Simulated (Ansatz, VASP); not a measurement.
CaO: VASP beside Ansatz

INCAR

```
ALGO = Normal
EDIFF = 1E-7
ENCUT = 520
GGA = PE
ISIF = 2
ISMEAR = 0
LASPH = True
LCHARG = False
LREAL = False
LWAVE = False
NBANDS = 15
NELM = 60
PREC = Accurate
SIGMA = 0.001
```

KPOINTS

```
k-points
0
Gamma
  6 6 6
```

The input POSCAR:

```
CaO
1.0
    0.0000000000      2.3975501188      2.3975501188
    2.3975501188      0.0000000000      2.3975501188
    2.3975501188      2.3975501188      0.0000000000
Ca O
1 1
Direct
    0.0000000000      0.0000000000      0.0000000000
    0.5000000000      0.5000000000      0.5000000000
```

Input for Ansatz:

```yaml
crystal:
  lattice:
    - [0.0, 2.3975501188, 2.3975501188]
    - [2.3975501188, 0.0, 2.3975501188]
    - [2.3975501188, 2.3975501188, 0.0]
  atoms:
    - { symbol: Ca, position: [0.0, 0.0, 0.0] }
    - { symbol: O, position: [0.5, 0.5, 0.5] }
kpoints:
  mp_grid: { grid: [6, 6, 6] }
hamiltonian:
  xc: pbe
scf:
  occupations: { method: gaussian, width: 0.001 }
  n_extra_bands: 4
output:
  forces: true
  stress: true
  eigenvalues: true
```

Alike in both runs: task single point; functional PBE; k mesh 6 × 6 × 6; occupations gaussian, width 0.001 eV; no spin polarisation.

|  | VASP | Ansatz |
| --- | --- | --- |
| version | VASP 6.6.1 | Ansatz 0.2.0 |
| potentials or method | VASP PAW PBE potentials, release 64 (Ca_sv, O) | plane waves |
| plane-wave cutoff (eV) | 520 | 420 |
| valence electrons in the cell | 16 | 16 |

|  | VASP | Ansatz | Ansatz less VASP |
| --- | --- | --- | --- |
| gap on the k mesh at the Fermi level (eV) | 3.63 | 3.65 | +0.020 |
| pressure (GPa) | 3.1 | 2.5 | -0.62 |

With one functional, cell and mesh, what is left measures potentials, basis and numerics.
